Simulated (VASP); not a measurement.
Set up this calculation in VASP 6.6.1, as the native input.

```yaml
Task: single point
Functional: PBEsol
Dispersion: D3(BJ)
Potentials_or_basis: VASP PAW PBE potentials, release 64 (Ti_sv)
Cutoff: 520 eV
k_mesh: 10 × 10 × 6
Occupations: fermi-dirac, width 0.05 eV
Spin: no spin polarisation
Dipole_correction: no
Further_INCAR_settings: ALGO = Normal; EDIFF = 1e-06; NBANDS = 19
```

The structure of Ti lies in POSCAR:

```
Ti
1.0
    2.8539023055      0.0000000000      0.0000000000
   -1.4269511527      2.4715518965      0.0000000000
    0.0000000000      0.0000000000      4.5038243607
Ti
2
Direct
    0.6666666667      0.3333333333      0.7500000000
    0.3333333333      0.6666666667      0.2500000000
```

These files were run (other wordings do the same):

INCAR

```
PREC = Accurate
ENCUT = 520
EDIFF = 1E-6
ISMEAR = -1
SIGMA = 0.05
LREAL = False
LASPH = True
NELM = 60
ALGO = Normal
ISIF = 2
LWAVE = False
LCHARG = False
GGA = PS
IVDW = 12
NBANDS = 19
```

KPOINTS

```
Automatic mesh
0
Gamma
  10 10 6
```

Potentials or basis: VASP PAW PBE potentials, release 64 (Ti_sv).

The run is started by

```console
$ cat potpaw_PBE.64/Ti_sv/POTCAR > POTCAR
$ mpirun -np 1 vasp_std > vasp.out
```

It gave:

```
Pressure                   : -0.3 GPa
Band gap on the k mesh     : zero (band 12 reaches 10.00 eV, above the bottom of band 13 at 9.01 eV)
Dispersion energy per atom : -0.656 eV
```

Caveat: the PAW data sets were made with another functional, which shifts forces and pressure a little; pairwise dispersion overbinds metals, which lowers pressure and volume.

Wall time 18 s on 1 thread of Intel Xeon 6975P-C (shared host), peak memory 0.17 GiB.
